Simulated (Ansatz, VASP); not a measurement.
# One calculation of C18Se, two programs

```
C Se
1.0
     7.39800    0.00000    0.00000
    -3.69900    6.40686    0.00000
     0.00000    0.00000   11.00000
C Se
18 1
Direct
  0.00593 0.00349 0.08569
  0.22886 0.11572 0.08542
  0.00846 0.33614 0.11187
  0.23294 0.45216 0.09078
  0.00968 0.67542 0.09081
  0.22739 0.78273 0.08385
  0.33912 0.00548 0.08159
  0.56188 0.11721 0.08389
  0.34109 0.33866 0.08570
  0.56102 0.44841 0.08573
  0.34024 0.66987 0.08384
  0.56299 0.78160 0.08161
  0.67473 0.00435 0.08388
  0.89243 0.11165 0.09080
  0.66918 0.33492 0.09085
  0.89367 0.45094 0.11190
  0.67324 0.67134 0.08545
  0.89618 0.78356 0.08572
  0.95111 0.39350 0.29061
```

Alike in both runs: functional PBEsol; k mesh 2 × 2 × 1; occupations gaussian, width 0.05 eV; no spin polarisation.

Ansatz relaxed the structure, and its values are those at the end. VASP's run is a single point on that final structure, the one shown.

|  | VASP | Ansatz |
| --- | --- | --- |
| version | VASP 6.6.1 | Ansatz 0.2.0 |
| potentials or method | VASP PAW PBE potentials, release 64 (C, Se), cutoff 520 eV | scalar-relativistic, plane waves, PAW |
| valence electrons in the cell | 78 | 88 |

Ansatz gave:

| Quantity | Value |
| --- | --- |
| rms of the force components (eV/Å) | 0.002 |

Task: Estimate VASP's values.

Result: rms of the force components (eV/Å): 0.010.

VASP's potentials were made for PBE, not for PBEsol. VASP's potentials hold 78 valence electrons a cell and Ansatz's 88, so a difference there can come from the potentials and not from the codes.

The k mesh is coarse, so the values compare programs but aren't converged.
